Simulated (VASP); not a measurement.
# Al (Fd-3m) in VASP: a series of runs

The runs below take Al through single point, relaxation of cell and atoms, with LDA.

All numbers are computed with VASP 6.6.1; they aren't measurements. Logs are shortened: lines on timing, memory, paths and dates and some standing lists are left out, and cuts for length are marked.

**1. The cell of the first run**

Symmetry: Fd-3m, No. 227, cubic system. The conventional cell has a = 5.953 Å, b = 5.953 Å, c = 5.953 Å, α = 90.00°, β = 90.00°, γ = 90.00°. Al (site symmetry -43m) has 4 Al at 2.58 Å within 3.4 Å.

**2. Single point, LDA**

The input, INCAR:

```
PREC = Accurate
ENCUT = 520
EDIFF = 1E-6
ISMEAR = -5
SIGMA = 0.1
LREAL = False
LASPH = True
NELM = 80
ALGO = Normal
ISIF = 2
LWAVE = False
LCHARG = False
GGA = CA
NBANDS = 10
```

The input, KPOINTS:

```
regular mesh
0
Gamma
  12 12 12
```

The input, POSCAR:

```
Al
1.0
    0.0000000000      2.9762587008      2.9762587008
    2.9762587008      0.0000000000      2.9762587008
    2.9762587008      2.9762587008      0.0000000000
Al
2
Direct
   -0.1250000000     -0.1250000000     -0.1250000000
    0.1250000000      0.1250000000      0.1250000000
```

Potentials or basis: VASP PAW LDA potentials, release 64 (Al).

Run with:

```sh
$ cat potpaw_LDA.64/Al/POTCAR > POTCAR
$ mpirun -np 1 vasp_std > vasp.out
```

OUTCAR:

```text
PREC = Accurate
   ENCUT = 520
   EDIFF = 1E-6
   ISMEAR = -5
   LREAL = False
   LASPH = True
   NELM = 80
   ISIF = 2
   GGA = CA

 ion  position               nearest neighbor table
   1  0.875  0.875  0.875-   2 2.58   2 2.58   2 2.58   2 2.58
   2  0.125  0.125  0.125-   1 2.58   1 2.58   1 2.58   1 2.58

  LATTYP: Found a face centered cubic cell.
 ALAT       =     5.9525174016

  Lattice vectors:

 A1 = (   0.0000000000,   2.9762587008,   2.9762587008)
 A2 = (   2.9762587008,   0.0000000000,   2.9762587008)
 A3 = (   2.9762587008,   2.9762587008,   0.0000000000)

Analysis of symmetry for initial positions (statically):
=====================================================================
 Subroutine PRICEL returns:
 Original cell was already a primitive cell.

 Routine SETGRP: Setting up the symmetry group for a
 face centered cubic supercell.

 Subroutine GETGRP returns: Found 48 space group operations
 (whereof 12 operations were pure point group operations)
 out of a pool of 48 trial point group operations.

The static configuration has the point symmetry D_3d.
 The point group associated with its full space group is O_h .

Analysis of symmetry for dynamics (positions and initial velocities):
=====================================================================
 Subroutine PRICEL returns:
 Original cell was already a primitive cell.

 Routine SETGRP: Setting up the symmetry group for a
 face centered cubic supercell.

 Subroutine GETGRP returns: Found 48 space group operations
 (whereof 12 operations were pure point group operations)
 out of a pool of 48 trial point group operations.

The dynamic configuration has the point symmetry D_3d.
 The point group associated with its full space group is O_h .

 Subroutine INISYM returns: Found 48 space group operations
 (whereof 12 operations are pure point group operations),
 and found     1 'primitive' translations

----------------------------------------------------------------------------------------

                                     Primitive cell

  volume of cell :      52.7281

  direct lattice vectors                    reciprocal lattice vectors
     0.000000000  2.976258701  2.976258701    -0.167996149  0.167996149  0.167996149
     2.976258701  0.000000000  2.976258701     0.167996149 -0.167996149  0.167996149
     2.976258701  2.976258701  0.000000000     0.167996149  0.167996149 -0.167996149

  length of vectors
     4.209065420  4.209065420  4.209065420     0.290977865  0.290977865  0.290977865

[... 89 lines left out ...]
   ISYM   =      2    0-nonsym 1-usesym 2-fastsym
   POTIM  = 0.5000    time-step for ionic-motion
   TEBEG  =    0.0;   TEEND  =   0.0 temperature during run
   PSTRESS=    0.0 pullay stress
   NELECT =       6.0000    total number of electrons
   NUPDOWN=      -1.0000    fix difference up-down
   EMIN   =  10.00;   EMAX   =-10.00  energy-range for DOS
   EFERMI =   0.00;   METHOD = LEGACY
   ISMEAR =    -5;   SIGMA  =   0.10  broadening in eV -4-tet -1-fermi 0-gaus
   EFERMI_NEDOS =   21; number of points for ismear=-14 and -15
   IALGO  =     38    algorithm
   IMIX   =      4    mixing-type and parameters
     AMIX     =   0.40;   BMIX     =  1.00
     AMIX_MAG =   1.60;   BMIX_MAG =  1.00
  volume/ion in A,a.u.               =      26.36       177.91
  Fermi-wavevector in a.u.,A,eV,Ry     =   0.793313  1.499144  8.562766  0.629346
  Thomas-Fermi vector in A             =   1.899224
   LORBIT       =      0    0 simple, 1 ext, 2 COOP (PROOUT), +10 PAW based schemes
   GGA     = CA    functional components
   LHFCALC =     F    Hartree Fock is set to
   AEXX    =    0.0000 exact exchange contribution
   IVDW    =     0    specifies the selected vdW correction
   LEPSILON=     F    determine dielectric tensor
   LRPA    =     F    only Hartree local field effects (RPA)
 non-spin polarized calculation
 Fermi weights with tetrahedron method with Bloechl corrections
  energy-cutoff  :      520.00
  volume of cell :       52.73
 maximum number of plane-waves:      1435
   NGX = 15   NGY = 15   NGZ = 15

 number of electron       6.0000000 magnetization

 Free energy of the ion-electron system (eV)
  ---------------------------------------------------
  ext. energy  EPLUGINS =         0.00000000
  ---------------------------------------------------
  free energy    TOTEN  =        -6.77229078 eV

  energy without entropy =       -6.77229078  energy(sigma->0) =       -6.77229078

 E-fermi :   2.9006     XC(G=0):  -8.4482

 val. band max:        2.9166274295   @ k =  -0.4167   0.3333   0.0000
 cond. band min:       2.8023816030   @ k =  -0.1667   0.1667   0.0000
 fundamental gap:     -0.1142458266
 Fermi energy:         2.9005623870

 k-point     1 :       0.0000    0.0000    0.0000
  band No.  band energies     occupation
      1      -5.1335      2.00000
      2       5.0945      0.00000
      3       5.0945      0.00000
      4       5.0945      0.00000
      5       6.9388      0.00000
      6       6.9388      0.00000
      7       6.9388      0.00000
      8       8.3983      0.00000
      9      10.8290      0.00000
     10      10.9298      0.00000
[... 287 lines left out ...]
 k-point    24 :      -0.4167    0.1667    0.0000
  band No.  band energies     occupation
      1      -2.7988      2.00000
      2      -0.8084      2.00000
      3       2.3849      2.03962
      4       3.6615      0.00000
      5       6.4276      0.00000
      6       8.2268      0.00000
      7       8.3131      0.00000
      8      11.4102      0.00000
      9      11.8126      0.00000
     10      11.9306      0.00000

 [... further k-points ...]

------------------------ aborting loop because EDIFF is reached ----------------------------------------

  FORCE on cell =-STRESS in cart. coord.  units (eV):
  Direction    XX          YY          ZZ          XY          YZ          ZX
  --------------------------------------------------------------------------------------
  -------------------------------------------------------------------------------------
  Total       -0.0065662     -0.0065662     -0.0065662      0.0000000     -0.0000000      0.0000000
  in kB       -0.1995195     -0.1995195     -0.1995195      0.0000000     -0.0000000      0.0000000
  external PRESSURE =      -0.1995195 kB  Pullay stress =       0.0000000 kB

 VOLUME and BASIS-vectors are now :
 -----------------------------------------------------------------------------
  energy-cutoff  :      520.00
  volume of cell :       52.73
      direct lattice vectors                 reciprocal lattice vectors
     0.000000000  2.976258701  2.976258701    -0.167996149  0.167996149  0.167996149
     2.976258701  0.000000000  2.976258701     0.167996149 -0.167996149  0.167996149
     2.976258701  2.976258701  0.000000000     0.167996149  0.167996149 -0.167996149

 POSITION                                       TOTAL-FORCE (eV/Angst)
 -----------------------------------------------------------------------------------
      5.20845      5.20845      5.20845        -0.000000     -0.000000     -0.000000
      0.74406      0.74406      0.74406         0.000000      0.000000      0.000000
 -----------------------------------------------------------------------------------
    total drift:                                0.000000      0.000000     -0.000000

  FREE ENERGIE OF THE ION-ELECTRON SYSTEM (eV)
  ---------------------------------------------------
  free  energy   TOTEN  =        -6.7722907810 eV

  energy  without entropy=       -6.7722907810  energy(sigma->0) =       -6.77229078
```

OSZICAR:

```text
N       E                     dE             d eps       ncg     rms          rms(c)
DAV:   1     0.211025791713E+00    0.21103E+00   -0.20405E+03  1440   0.446E+02
DAV:   2    -0.660735148795E+01   -0.68184E+01   -0.66479E+01  1944   0.479E+01
DAV:   3    -0.678814535252E+01   -0.18079E+00   -0.17968E+00  1784   0.673E+00
DAV:   4    -0.678987179748E+01   -0.17264E-02   -0.17291E-02  1784   0.753E-01
DAV:   5    -0.678989194019E+01   -0.20143E-04   -0.20183E-04  1742   0.782E-02    0.168E+00
DAV:   6    -0.677903576120E+01    0.10856E-01   -0.37324E-03  1658   0.239E-01    0.101E+00
DAV:   7    -0.677228266815E+01    0.67531E-02   -0.97623E-03  1594   0.390E-01    0.116E-01
DAV:   8    -0.677229092286E+01   -0.82547E-05   -0.46129E-04  1598   0.102E-01    0.368E-02
DAV:   9    -0.677228979632E+01    0.11265E-05   -0.15078E-05  1730   0.223E-02    0.250E-02
DAV:  10    -0.677229078100E+01   -0.98469E-06   -0.11946E-06  1002   0.618E-03
   1 F= -.67722908E+01 E0= -.67722908E+01  d E =0.000000E+00
```

It took 15 s on 1 thread of Intel Xeon Platinum 8488C (Sapphire Rapids), shared host; peak memory 0.16 GiB.

Results:

```
Free energy            : -6.7723 eV
Pressure               : 0.0 GPa
Band gap on the k mesh : zero (band 3 reaches 5.09 eV, above the bottom of band 4 at 1.45 eV)
```

Caveat: tetrahedron occupations give inexact forces and stress in metals.

**3. Relaxation of cell and atoms, LDA**

This run uses another cell than the first one, of 19.75 Å³/atom, 0.749 times its volume.

The input, INCAR:

```
SYSTEM = Al
  ALGO = Normal
  EDIFF = 1E-6
  EDIFFG = -0.005
  ENCUT = 600
  GGA = CA
  IBRION = 2
  ISIF = 3
  ISMEAR = -1
  LASPH = .TRUE.
  LCHARG = .FALSE.
  LREAL = .FALSE.
  LWAVE = .FALSE.
  NELM = 80
  NSW = 60
  PREC = Accurate
  SIGMA = 0.08
```

The input, KPOINTS:

```
k-points
0
G
  12 12 12
  0 0 0
```

The input, POSCAR:

```
Al
1.0
    0.0000000000      2.7030030601      2.7030030601
    2.7030030601      0.0000000000      2.7030030601
    2.7030030601      2.7030030601      0.0000000000
Al
2
Direct
   -0.1250000000     -0.1250000000     -0.1250000000
    0.1250000000      0.1250000000      0.1250000000
```

Potentials or basis: VASP PAW LDA potentials, release 64 (Al).

Run with:

```sh
$ cat potpaw_LDA.64/Al/POTCAR > POTCAR
$ mpirun -np 1 vasp_std > vasp.out
```

It took 29 s on 1 thread of Intel Xeon Platinum 8488C (Sapphire Rapids), shared host; peak memory 0.16 GiB.

It converged, with:

```yaml
Free_energy: -6.7860 eV
Relaxed_volume: 26.40 Å³/atom
Relaxed_cell: a = 4.211 Å, b = 4.211 Å, c = 4.211 Å, α = 60.00°, β = 60.00°, γ = 60.00°
Space_group_after_relaxing_to_0.05_Å: Fd-3m (No. 227)
Energy_gained_by_relaxing: 346.8 meV/atom
Ionic_steps: 4
Pressure_after_relaxing: 0.0 GPa
Band_gap_on_the_k_mesh: zero (band 3 reaches 5.08 eV, above the bottom of band 4 at 1.45 eV)
```

Step by step:
```
step  energy change (eV)  largest force (eV/Å)  pressure (GPa)  volume (Å³)
   1              0.0000                0.0000           21.21        39.50
   2             -0.6649                0.0000           -2.40        56.41
   3             -0.6935                0.0000            0.21        52.51
   4             -0.6937                0.0000           -0.02        52.80
```

Final structure:
```
CELL_PARAMETERS angstrom
0.00000 2.97762 2.97762
2.97762 0.00000 2.97762
2.97762 2.97762 0.00000
ATOMIC_POSITIONS crystal
Al 0.87500 0.87500 0.87500
Al 0.12500 0.12500 0.12500
```

Levels at points of the mesh, in eV from the Fermi level:
```
           k point  band 1  band 2  band 3  band 4  band 5  band 6
(0.00, 0.00, 0.00)   -8.03    2.19    2.19    2.19    4.04    4.04
(0.50, 0.00, 0.00)   -5.93   -3.94    1.15    1.15    3.34    4.45
(0.50, 0.50, 0.00)   -4.40   -4.40   -0.39   -0.39    2.09    2.09
```

Caveat: the volume moved by over 15 % at a fixed basis, so the end points are rough.

**4. Single point, LDA (volume scaled by 0.4)**

The input, INCAR:

```
  PREC = Accurate
  ENCUT = 520
  EDIFF = 1E-7
  ISMEAR = -1
  SIGMA = 0.08
  LREAL = False
  LASPH = True
  NELM = 100
  ALGO = Normal
  ISIF = 2
  LWAVE = False
  LCHARG = False
  NBANDS = 10
```

The input, KPOINTS:

```
regular mesh
0
Gamma
  12 12 12
```

The input, POSCAR:

```
Al
1.0
    0.0000000000      2.1929261603      2.1929261603
    2.1929261603      0.0000000000      2.1929261603
    2.1929261603      2.1929261603      0.0000000000
Al
2
Direct
   -0.1250000000     -0.1250000000     -0.1250000000
    0.1250000000      0.1250000000      0.1250000000
```

Run with:

```sh
$ cat potpaw_LDA.64/Al/POTCAR > POTCAR
$ mpirun -np 1 vasp_std > vasp.out
```

It took 6.3 s on 1 thread of Intel Xeon Platinum 8259CL at 2.50GHz (Skylake/Cascade Lake), shared host; peak memory 0.12 GiB.

The run converged. Its results:

```
Free energy            : 3.2279 eV
Pressure               : 206.4 GPa
Band gap on the k mesh : zero (band 3 reaches 17.05 eV, above the bottom of band 4 at 8.12 eV)
```

Levels at points of the mesh, in eV from the Fermi level:
| k point | band 1 | band 2 | band 3 | band 4 | band 5 | band 6 | band 7 | band 8 |
| --- | --- | --- | --- | --- | --- | --- | --- | --- |
| (0.00, 0.00, 0.00) | -13.83 | 4.36 | 4.36 | 4.36 | 5.83 | 5.83 | 5.83 | 9.65 |
| (0.50, 0.00, 0.00) | -8.58 | -8.04 | 3.04 | 3.04 | 4.50 | 4.50 | 8.05 | 9.95 |
| (0.50, 0.50, 0.00) | -6.56 | -6.56 | -0.76 | -0.76 | 1.43 | 1.43 | 15.88 | 15.88 |

Caveat: the cell differs from its parent crystal (volume scaled by 0.4).

**5. Single point, LDA (volume scaled by 0.4)**

The input, INCAR:

```
SYSTEM = Al
  ALGO = Normal
  EDIFF = 1E-6
  ENCUT = 520
  ISIF = 2
  ISMEAR = -1
  LASPH = .True.
  LCHARG = .False.
  LREAL = .False.
  LWAVE = .False.
  NBANDS = 10
  NELM = 80
  PREC = Accurate
  SIGMA = 0.08
```

The input, KPOINTS:

```
k-points
0
Gamma
  12 12 12
  0 0 0
```

POSCAR is that of step 4.

Potentials or basis: VASP PAW LDA potentials, release 64 (Al).

Run with:

```sh
$ cat potpaw_LDA.64/Al/POTCAR > POTCAR
$ mpirun -np 1 vasp_std > vasp.out
```

OUTCAR:

```text
SYSTEM = Al
   EDIFF = 1E-6
   ENCUT = 520
   ISIF = 2
   ISMEAR = -1
   LASPH = .True.
   LREAL = .False.
   NELM = 80
   PREC = Accurate

 ion  position               nearest neighbor table
   1  0.875  0.875  0.875-   2 1.90   2 1.90   2 1.90   2 1.90
   2  0.125  0.125  0.125-   1 1.90   1 1.90   1 1.90   1 1.90

  LATTYP: Found a face centered cubic cell.
 ALAT       =     4.3858523206

  Lattice vectors:

 A1 = (   0.0000000000,   2.1929261603,   2.1929261603)
 A2 = (   2.1929261603,   0.0000000000,   2.1929261603)
 A3 = (   2.1929261603,   2.1929261603,   0.0000000000)

Analysis of symmetry for initial positions (statically):
=====================================================================
 Subroutine PRICEL returns:
 Original cell was already a primitive cell.

 Routine SETGRP: Setting up the symmetry group for a
 face centered cubic supercell.

 Subroutine GETGRP returns: Found 48 space group operations
 (whereof 12 operations were pure point group operations)
 out of a pool of 48 trial point group operations.

The static configuration has the point symmetry D_3d.
 The point group associated with its full space group is O_h .

Analysis of symmetry for dynamics (positions and initial velocities):
[... 170 lines left out ...]
      3      17.0548      0.00000
      4      17.0548      0.00000
      5      18.5202      0.00000
      6      18.5202      0.00000
      7      18.5202      0.00000
      8      22.3490      0.00000
      9      22.3490      0.00000
     10      27.3970      0.00000
[... 287 lines left out ...]
 k-point    24 :      -0.4167    0.1667    0.0000
  band No.  band energies     occupation
      1       4.2873      2.00000
      2       5.5646      2.00000
      3      12.1258      1.99837
      4      14.3019      0.00000
      5      16.7324      0.00000
      6      19.5675      0.00000
      7      22.3022      0.00000
      8      25.5761      0.00000
      9      25.7881      0.00000
     10      26.4122      0.00000

 [... further k-points ...]

------------------------ aborting loop because EDIFF is reached ----------------------------------------

  FORCE on cell =-STRESS in cart. coord.  units (eV):
  Direction    XX          YY          ZZ          XY          YZ          ZX
  --------------------------------------------------------------------------------------
  -------------------------------------------------------------------------------------
  Total       27.1730687     27.1730687     27.1730687     -0.0000000      0.0000000      0.0000000
  in kB     2064.1784880   2064.1784880   2064.1784880     -0.0000000      0.0000000      0.0000000
  external PRESSURE =    2064.1784880 kB  Pullay stress =       0.0000000 kB

 VOLUME and BASIS-vectors are now :
 -----------------------------------------------------------------------------
  energy-cutoff  :      520.00
  volume of cell :       21.09
      direct lattice vectors                 reciprocal lattice vectors
     0.000000000  2.192926160  2.192926160    -0.228005853  0.228005853  0.228005853
     2.192926160  0.000000000  2.192926160     0.228005853 -0.228005853  0.228005853
     2.192926160  2.192926160  0.000000000     0.228005853  0.228005853 -0.228005853

 POSITION                                       TOTAL-FORCE (eV/Angst)
 -----------------------------------------------------------------------------------
      3.83762      3.83762      3.83762         0.000000      0.000000      0.000000
      0.54823      0.54823      0.54823        -0.000000     -0.000000     -0.000000
 -----------------------------------------------------------------------------------
    total drift:                                0.000000      0.000000     -0.000000

  FREE ENERGIE OF THE ION-ELECTRON SYSTEM (eV)
  ---------------------------------------------------
  free  energy   TOTEN  =         3.2279260055 eV

  energy  without entropy=        3.2401024859  energy(sigma->0) =        3.23401425
```

stdout:

```text
POSCAR found type information on POSCAR Al
 POSCAR found :  1 types and       2 ions
 scaLAPACK will be used
 LDA part: xc-table for (Slater(with rela. corr.)+CA(PZ))
 , standard interpolation
 POSCAR, INCAR and KPOINTS ok, starting setup
 FFT: planning ... GRIDC
 FFT: planning ... GRID_SOFT
 FFT: planning ... GRID
 WAVECAR not read
 entering main loop
```

It took 6.3 s on 1 thread of Intel Xeon Platinum 8259CL at 2.50GHz (Skylake/Cascade Lake), shared host; peak memory 0.12 GiB.

Results:

| Property | Result |
| --- | --- |
| Free energy | 3.2279 eV |
| Pressure | 206.4 GPa |
| Band gap on the k mesh | zero (band 3 reaches 17.05 eV, above the bottom of band 4 at 8.12 eV) |

Levels at points of the mesh, in eV from the Fermi level:
```
           k point  band 1  band 2  band 3  band 4  band 5  band 6  band 7  band 8
(0.00, 0.00, 0.00)  -13.83    4.36    4.36    4.36    5.83    5.83    5.83    9.65
(0.50, 0.00, 0.00)   -8.58   -8.04    3.04    3.04    4.50    4.50    8.05    9.95
(0.50, 0.50, 0.00)   -6.56   -6.56   -0.76   -0.76    1.43    1.43   15.88   15.88
```

Caveat: the cell differs from its parent crystal (volume scaled by 0.4).

**6. Overview**

```csv
task,cell,cutoff (eV),smearing,gap on the mesh (eV),pressure (GPa)
single point,"a = 4.209 Å, angles 60.0°, 2 atoms",520,tetrahedron,none,0.0
relaxation of cell and atoms,"relaxed from a = 3.823 Å, angles 60.0°, 2 atoms",600,fermi-dirac 0.08 eV,none,0.0
single point,"a = 3.101 Å, angles 60.0°, 2 atoms",520,fermi-dirac 0.08 eV,none,206.4
```

Alike in all rows: level LDA; potentials or basis VASP PAW LDA potentials, release 64 (Al); no spin polarisation; k mesh 12 × 12 × 12.

Caveats: tetrahedron occupations give inexact forces and stress in metals (some runs); the volume moved by over 15 % at a fixed basis, so the end points are rough (some runs).

Total energies depend on the potentials used, so only differences within one code and one set of settings carry meaning.
